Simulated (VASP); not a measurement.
# V2SiN2 (Cmmm) in VASP: notebook

The runs below take V2SiN2 through single point, relaxation of cell and atoms, with PBE.

All numbers are computed with VASP 6.6.1; they aren't measurements. Logs are shortened: lines on timing, memory, paths and dates and some standing lists are left out, and cuts for length are marked.

### Step 1. The cell of the first run

The structure is orthorhombic, space group Cmmm (No. 65). The conventional cell has a = 3.896 Å, b = 11.164 Å, c = 2.797 Å, α = 90.00°, β = 90.00°, γ = 90.00°. Within 2.4 Å of V (site symmetry m2m) lie 3 N at 1.84 to 1.95 Å. Within 2.4 Å of Si (site symmetry mmm) lie 2 N at 1.83 Å. N (site symmetry m2m) has 1 Si at 1.83 Å and 3 V at 1.84 to 1.95 Å within 2.4 Å.

The cell was generated, and may not be a known phase.

### Step 2. Single point, PBE

Input file INCAR:

```
SYSTEM = V2SiN2
PREC     = Accurate       ! precision mode
ENCUT    = 520            ! plane-wave cutoff, eV
EDIFF    = 1E-6           ! SCF threshold, eV
ISMEAR   = 0              ! smearing method
SIGMA    = 0.1            ! smearing width, eV
LREAL    = .False.        ! projectors in reciprocal space
LASPH    = .True.         ! aspherical terms in the spheres
NELM     = 100            ! most SCF steps
ALGO     = Normal         ! electronic algorithm
ISIF     = 2              ! what is computed and relaxed
LWAVE    = .False.        ! write WAVECAR
LCHARG   = .False.        ! write CHGCAR
GGA      = PE             ! functional
NBANDS   = 28             ! bands
```

Input file KPOINTS:

```
regular mesh
0
Gamma
  6 6 6
  0 0 0
```

Input file POSCAR:

```
V2SiN2
1.0
    1.9480652860     -5.5818704356      0.0000000000
    1.9480652860      5.5818704356      0.0000000000
    0.0000000000      0.0000000000      2.7971668676
V Si N
2 1 2
Direct
    0.6705785811      0.3294214189      0.0000000000
    0.3294214189      0.6705785811      0.0000000000
    0.0000000000      0.0000000000      0.0000000000
    0.8358396438      0.1641603562      0.0000000000
    0.1641603562      0.8358396438      0.0000000000
```

Potentials or basis: VASP PAW PBE potentials, release 64 (V_sv, Si, N).

Started as:

```bash
> cat potpaw_PBE.64/V_sv/POTCAR potpaw_PBE.64/Si/POTCAR potpaw_PBE.64/N/POTCAR > POTCAR
> mpirun -np 1 vasp_std > vasp.out
```

OUTCAR:

```text
SYSTEM = V2SiN2
   PREC = Accurate
   ENCUT = 520
   EDIFF = 1E-6
   ISMEAR = 0
   LREAL = .False.
   LASPH = .True.
   NELM = 100
   ISIF = 2
   GGA = PE

 ion  position               nearest neighbor table
   1  0.671  0.329  0.000-   4 1.84   5 1.95   5 1.95   2 2.63   2 2.63   3 2.72   3 2.72
   2  0.329  0.671  0.000-   5 1.84   4 1.95   4 1.95   1 2.63   1 2.63   3 2.72   3 2.72
   3  0.000  0.000  0.000-   4 1.83   5 1.83   1 2.72   2 2.72   1 2.72   2 2.72
   4  0.836  0.164  0.000-   3 1.83   1 1.84   2 1.95   2 1.95
   5  0.164  0.836  0.000-   3 1.83   2 1.84   1 1.95   1 1.95

  LATTYP: Found a base centered orthorhombic cell.
 ALAT       =     3.8961305720
 B/A-ratio  =     2.8653405385
 C/A-ratio  =     0.7179345805

  Lattice vectors:

 A1 = (   1.9480652860,  -5.5818704356,   0.0000000000)
 A2 = (   1.9480652860,   5.5818704356,   0.0000000000)
 A3 = (   0.0000000000,   0.0000000000,   2.7971668676)

Analysis of symmetry for initial positions (statically):
=====================================================================
 Subroutine PRICEL returns:
 Original cell was already a primitive cell.

 Routine SETGRP: Setting up the symmetry group for a
 base centered orthorhombic supercell.

 Subroutine GETGRP returns: Found  8 space group operations
 (whereof  8 operations were pure point group operations)
 out of a pool of  8 trial point group operations.

The static configuration has the point symmetry D_2h.

Analysis of symmetry for dynamics (positions and initial velocities):
=====================================================================
 Subroutine PRICEL returns:
 Original cell was already a primitive cell.

 Routine SETGRP: Setting up the symmetry group for a
 base centered orthorhombic supercell.

 Subroutine GETGRP returns: Found  8 space group operations
 (whereof  8 operations were pure point group operations)
 out of a pool of  8 trial point group operations.

The dynamic configuration has the point symmetry D_2h.

 Subroutine INISYM returns: Found  8 space group operations
 (whereof  8 operations are pure point group operations),
 and found     1 'primitive' translations

----------------------------------------------------------------------------------------

                                     Primitive cell

  volume of cell :      60.8319

  direct lattice vectors                    reciprocal lattice vectors
     1.948065286 -5.581870436  0.000000000     0.256664909 -0.089575709  0.000000000
     1.948065286  5.581870436  0.000000000     0.256664909  0.089575709  0.000000000
     0.000000000  0.000000000  2.797166868     0.000000000  0.000000000  0.357504592

  length of vectors
     5.912041603  5.912041603  2.797166868     0.271846801  0.271846801  0.357504592

  position of ions in fractional coordinates (direct lattice)
     0.670578581  0.329421419  0.000000000
     0.329421419  0.670578581  0.000000000
     0.000000000  0.000000000  0.000000000
     0.835839644  0.164160356  0.000000000
     0.164160356  0.835839644  0.000000000

  ion indices of the primitive-cell ions
   primitive index   ion index
                 1           1
                 2           2
                 3           3
                 4           4
                 5           5

----------------------------------------------------------------------------------------

 KPOINTS: regular mesh

Automatic generation of k-mesh.
 Grid dimensions read from file:
 generate k-points for:    6    6    6

 Generating k-lattice:

  Cartesian coordinates                     Fractional coordinates (reciprocal lattice)
     0.042777485 -0.014929285  0.000000000     0.166666667 -0.000000000  0.000000000
     0.042777485  0.014929285  0.000000000    -0.000000000  0.166666667  0.000000000
     0.000000000  0.000000000  0.059584099     0.000000000  0.000000000  0.166666667

  Length of vectors
     0.045307800  0.045307800  0.059584099

  Shift w.r.t. Gamma in fractional coordinates (k-lattice)
     0.000000000  0.000000000  0.000000000

 Subroutine IBZKPT returns following result:
 ===========================================

 Found     52 irreducible k-points:

 Following reciprocal coordinates:
            Coordinates               Weight
  0.000000  0.000000  0.000000      1.000000
  0.166667  0.000000  0.000000      4.000000
  0.333333  0.000000  0.000000      4.000000
  0.500000  0.000000  0.000000      2.000000
  0.166667  0.166667  0.000000      2.000000
  0.333333  0.166667  0.000000      4.000000
[... 16 lines left out ...]
  0.333333  0.333333  0.166667      4.000000
  0.500000  0.333333  0.166667      8.000000
 [... further k-points ...]
   k-points           NKPTS =     52   k-points in BZ     NKDIM =     52   number of bands    NBANDS=     28
   number of dos      NEDOS =    301   number of ions     NIONS =      5
   total plane-waves  NPLWV =  55296
   dimension x,y,z NGX =    48 NGY =   48 NGZ =   24
   dimension x,y,z NGXF=    96 NGYF=   96 NGZF=   48
   ions per type =               2   1   2
   NGX,Y,Z   is equivalent  to a cutoff of  13.50, 13.50, 14.26 a.u.
   NGXF,Y,Z  is equivalent  to a cutoff of  27.00, 27.00, 28.53 a.u.
 SYSTEM =  V2SiN2
   PREC   = accura    normal or accurate (medium, high low for compatibility)
   ISTART =      0    job   : 0-new  1-cont  2-samecut
   ICHARG =      2    charge: 1-file 2-atom 10-const
   ISPIN  =      1    spin polarized calculation?
   LNONCOLLINEAR =      F non collinear calculations
   LSORBIT =      F    spin-orbit coupling
   LASPH  =      T    aspherical Exc in radial PAW
   ENCUT  =  520.0 eV  38.22 Ry    6.18 a.u.  10.99 10.99  5.20*2*pi/ulx,y,z
   NELM   =    100;   NELMIN=  2; NELMDL= -5     # of ELM steps
   EDIFF  = 0.1E-05   stopping-criterion for ELM
   LREAL  =      F    real-space projection
   EDIFFG = 0.1E-04   stopping-criterion for IOM
   NSW    =      0    number of steps for IOM
   IBRION =     -1    ionic relax: 0-MD 1-quasi-New 2-CG
   NFREE  =      0    steps in history (QN), initial steepest desc. (CG)
   ISIF   =      2    stress and relaxation
   ISYM   =      2    0-nonsym 1-usesym 2-fastsym
   POTIM  = 0.5000    time-step for ionic-motion
   TEBEG  =    0.0;   TEEND  =   0.0 temperature during run
   PSTRESS=    0.0 pullay stress
   NELECT =      40.0000    total number of electrons
   NUPDOWN=      -1.0000    fix difference up-down
   EMIN   =  10.00;   EMAX   =-10.00  energy-range for DOS
   EFERMI =   0.00;   METHOD = LEGACY
   ISMEAR =     0;   SIGMA  =   0.10  broadening in eV -4-tet -1-fermi 0-gaus
   EFERMI_NEDOS =   21; number of points for ismear=-14 and -15
   IALGO  =     38    algorithm
   IMIX   =      4    mixing-type and parameters
     AMIX     =   0.40;   BMIX     =  1.00
     AMIX_MAG =   1.60;   BMIX_MAG =  1.00
  volume/ion in A,a.u.               =      12.17        82.10
  Fermi-wavevector in a.u.,A,eV,Ry     =   1.423588  2.690191 27.573601  2.026602
  Thomas-Fermi vector in A             =   2.544169
   LORBIT       =      0    0 simple, 1 ext, 2 COOP (PROOUT), +10 PAW based schemes
   GGA     = PE    functional components
   LHFCALC =     F    Hartree Fock is set to
   AEXX    =    0.0000 exact exchange contribution
   IVDW    =     0    specifies the selected vdW correction
   LEPSILON=     F    determine dielectric tensor
   LRPA    =     F    only Hartree local field effects (RPA)
 non-spin polarized calculation
 Gauss-broadening in eV      SIGMA  =   0.10
  energy-cutoff  :      520.00
  volume of cell :       60.83
 maximum number of plane-waves:      1650
 NGX is ok and might be reduce to    48
   NGX = 21   NGY = 21   NGZ = 11

 number of electron      40.0000004 magnetization

 Free energy of the ion-electron system (eV)
  ---------------------------------------------------
  ext. energy  EPLUGINS =         0.00000000
  ---------------------------------------------------
  free energy    TOTEN  =       -40.86795579 eV

  energy without entropy =      -40.85593561  energy(sigma->0) =      -40.86194570

 E-fermi :   8.1675     XC(G=0): -11.6131

 val. band max:        8.1421807810   @ k =   0.3333   0.0000   0.3333
 cond. band min:       8.2190774151   @ k =   0.1667   0.0000   0.5000
 fundamental gap:      0.0768966341
 Fermi energy:         8.1674687368

 k-point     1 :       0.0000    0.0000    0.0000
  band No.  band energies     occupation
      1     -56.5733      2.00000
      2     -56.4901      2.00000
      3     -30.7193      2.00000
      4     -30.6333      2.00000
      5     -30.4186      2.00000
      6     -30.3920      2.00000
[... 20 lines left out ...]
     27      11.5351      0.00000
     28      11.8920      0.00000

 k-point     2 :       0.1667    0.0000    0.0000
  band No.  band energies     occupation
      1     -56.5676      2.00000
      2     -56.4956      2.00000
      3     -30.7352      2.00000
      4     -30.6614      2.00000
      5     -30.3997      2.00000
      6     -30.3770      2.00000
[... 20 lines left out ...]
     27      11.4601      0.00000
     28      12.0945      0.00000

 k-point     3 :       0.3333    0.0000    0.0000
  band No.  band energies     occupation
      1     -56.5521      2.00000
      2     -56.5105      2.00000
      3     -30.7580      2.00000
      4     -30.7151      2.00000
      5     -30.3673      2.00000
      6     -30.3533      2.00000
[... 20 lines left out ...]
     27      11.2894      0.00000
     28      13.1149      0.00000

 k-point     4 :       0.5000    0.0000    0.0000
  band No.  band energies     occupation
      1     -56.5313      2.00000
      2     -56.5310      2.00000
      3     -30.7545      2.00000
      4     -30.7530      2.00000
      5     -30.3497      2.00000
      6     -30.3465      2.00000
[... 578 lines left out ...]
     27      11.2543      0.00000
     28      11.7016      0.00000

 k-point    23 :       0.3333    0.3333    0.1667
  band No.  band energies     occupation
      1     -56.5433      2.00000
      2     -56.5023      2.00000
      3     -30.7499      2.00000
      4     -30.7030      2.00000
      5     -30.3579      2.00000
      6     -30.3500      2.00000
[... 20 lines left out ...]
     27      10.4711      0.00000
     28      13.3013      0.00000

 k-point    24 :       0.5000    0.3333    0.1667
  band No.  band energies     occupation
      1     -56.5587      2.00000
      2     -56.4875      2.00000
      3     -30.7271      2.00000
      4     -30.6483      2.00000
      5     -30.3912      2.00000
      6     -30.3747      2.00000
[... 20 lines left out ...]
     27      10.4684      0.00000
     28      12.9772      0.00000

 [... further k-points ...]
[... 5 lines left out ...]
  --------------------------------------------------------------------------------------
  -------------------------------------------------------------------------------------
  Total        0.2040826      0.3498549     -0.0103381      0.0000000      0.0000000      0.0000000
  in kB        5.3750792      9.2143959     -0.2722821      0.0000000      0.0000000      0.0000000
  external PRESSURE =       4.7723977 kB  Pullay stress =       0.0000000 kB

 VOLUME and BASIS-vectors are now :
 -----------------------------------------------------------------------------
  energy-cutoff  :      520.00
  volume of cell :       60.83
      direct lattice vectors                 reciprocal lattice vectors
     1.948065286 -5.581870436  0.000000000     0.256664909 -0.089575709  0.000000000
     1.948065286  5.581870436  0.000000000     0.256664909  0.089575709  0.000000000
     0.000000000  0.000000000  2.797166868     0.000000000  0.000000000  0.357504592

 POSITION                                       TOTAL-FORCE (eV/Angst)
 -----------------------------------------------------------------------------------
      1.94807     -1.90430      0.00000         0.000000      0.080380      0.000000
      1.94807      1.90430      0.00000         0.000000     -0.080380      0.000000
      0.00000      0.00000      0.00000        -0.000000     -0.000000      0.000000
      1.94807     -3.74923      0.00000         0.000000     -0.045884      0.000000
      1.94807      3.74923      0.00000         0.000000      0.045884      0.000000
 -----------------------------------------------------------------------------------
    total drift:                                0.000000     -0.000000      0.000000

  FREE ENERGIE OF THE ION-ELECTRON SYSTEM (eV)
  ---------------------------------------------------
  free  energy   TOTEN  =       -40.8679557938 eV

  energy  without entropy=      -40.8559356147  energy(sigma->0) =      -40.86194570
```

Run time: 68 s. Hardware: 1 thread of Intel Xeon 6975P-C (Granite Rapids), shared host; peak memory 0.26 GiB.

Results:

```
Free energy            : -40.8680 eV
Pressure               : 0.5 GPa
Largest force          : 0.080 eV/Å
Band gap on the k mesh : zero (bands 20 and 21 overlap by 0.51 eV)
```

Forces in eV/Å, atoms in the order of the input:
```
V    0.000  0.080  0.000
V    0.000 -0.080  0.000
Si   0.000  0.000  0.000
N    0.000 -0.046  0.000
N    0.000  0.046  0.000
```

Stress tensor (GPa, compression positive):
```
 0.54  0.00  0.00
 0.00  0.92  0.00
 0.00  0.00 -0.03
```

Caveat: the k points lie up to 0.37 Å⁻¹ apart, too coarse for converged energies and pressures of a metal; the run has no spin polarisation, though such a crystal can be magnetic. With open d or f shells a metallic result of PBE can be an artefact of self-interaction; +U or a hybrid may open a gap.

### Step 3. Single point, PBE, collinear spin, antiferromagnetic start

This run uses another cell than the first one, of 12.21 Å³/atom.

Input file INCAR:

```
SYSTEM = V2SiN2
PREC = Accurate
ENCUT = 520
EDIFF = 1E-6
ISMEAR = 0
SIGMA = 0.1
LREAL = .FALSE.
LASPH = .TRUE.
NELM = 150
ALGO = Normal
ISIF = 2
LWAVE = .FALSE.
LCHARG = .FALSE.
ISPIN = 2
MAGMOM = 2 -2 0 0 0
LORBIT = 11
LMAXMIX = 4
GGA = PE
NBANDS = 32
```

Input file KPOINTS:

```
Automatic mesh
0
G
  4 4 8
  0 0 0
```

Input file POSCAR:

```
V2SiN2
1.0
    1.9518243972     -5.5547694194      0.0000000000
    1.9518243972      5.5547694194      0.0000000000
    0.0000000000      0.0000000000      2.8154385544
V Si N
2 1 2
Direct
    0.6705728591      0.3294271409      0.0000000000
    0.3294270938      0.6705729062      0.0000000000
    0.0000000991     -0.0000000991      0.0000000000
    0.8362819455      0.1637180545      0.0000000000
    0.1637180026      0.8362819974      0.0000000000
```

Potentials or basis: VASP PAW PBE potentials, release 64 (V_sv, Si, N).

Started as:

```bash
> cat potpaw_PBE.64/V_sv/POTCAR potpaw_PBE.64/Si/POTCAR potpaw_PBE.64/N/POTCAR > POTCAR
> mpirun -np 1 vasp_std > vasp.out
```

It took 1.8 min on 1 thread of Intel Xeon 6975P-C (Granite Rapids), shared host; peak memory 0.32 GiB.

It converged, with:

```
Free energy                                           : -40.8235 eV
Pressure                                              : 0.5 GPa
Largest force                                         : 0.071 eV/Å
Band gap on the k mesh                                : zero (filled and empty bands overlap)
Net moment                                            : 0.00 μB per cell
Valence electrons inside the program's atomic spheres : V 11.73; Si 1.53; N 3.79
```

Forces on the atoms (eV/Å):
```
V    0.000  0.071  0.000
V    0.000 -0.071  0.000
Si   0.000  0.000  0.000
N    0.000 -0.062  0.000
N    0.000  0.062  0.000
```

Stress tensor (GPa, compression positive):
```
0.63 0.00 0.00
0.00 0.64 0.00
0.00 0.00 0.19
```

Levels at points of the mesh, in eV from the Fermi level:
Spin up:
```
           k point  band 17  band 18  band 19  band 20  band 21  band 22  band 23  band 24
(0.00, 0.00, 0.00)    -2.09    -1.72    -1.57    -1.27     0.53     1.01     1.31     1.33
(0.50, 0.00, 0.00)    -2.70    -1.78    -1.64    -1.58     1.02     1.35     1.40     1.72
(0.50, 0.50, 0.00)    -2.01    -2.01    -1.89    -0.57     0.51     0.72     1.30     1.35
(0.00, 0.00, 0.50)    -3.23    -1.90    -1.58    -1.17    -0.17     1.12     1.68     2.05
(0.50, 0.00, 0.50)    -1.65    -1.37    -0.97     0.35     0.80     1.44     1.65     1.82
(0.50, 0.50, 0.50)    -2.00    -1.67    -0.83    -0.65    -0.03     0.83     0.94     1.07
```
Spin down:
| k point | band 18 | band 19 | band 20 | band 21 | band 22 | band 23 |
| --- | --- | --- | --- | --- | --- | --- |
| (0.00, 0.00, 0.00) | -1.72 | -1.57 | -1.27 | 0.53 | 1.01 | 1.31 |
| (0.50, 0.00, 0.00) | -1.78 | -1.64 | -1.58 | 1.02 | 1.35 | 1.40 |
| (0.50, 0.50, 0.00) | -2.01 | -1.89 | -0.57 | 0.51 | 0.72 | 1.30 |
| (0.00, 0.00, 0.50) | -1.90 | -1.58 | -1.17 | -0.17 | 1.12 | 1.68 |
| (0.50, 0.00, 0.50) | -1.37 | -0.97 | 0.35 | 0.80 | 1.44 | 1.65 |
| (0.50, 0.50, 0.50) | -1.67 | -0.83 | -0.65 | -0.03 | 0.83 | 0.94 |

Caveat: the k points lie up to 0.43 Å⁻¹ apart, too coarse for converged energies and pressures of a metal; the moments typed at the start vanished in this run. With open d or f shells a metallic result of PBE can be an artefact of self-interaction; +U or a hybrid may open a gap.

(Part 1 of 2 ends here.)

The gap in the log of VASP goes by the Fermi energy; the results here count the filled bands.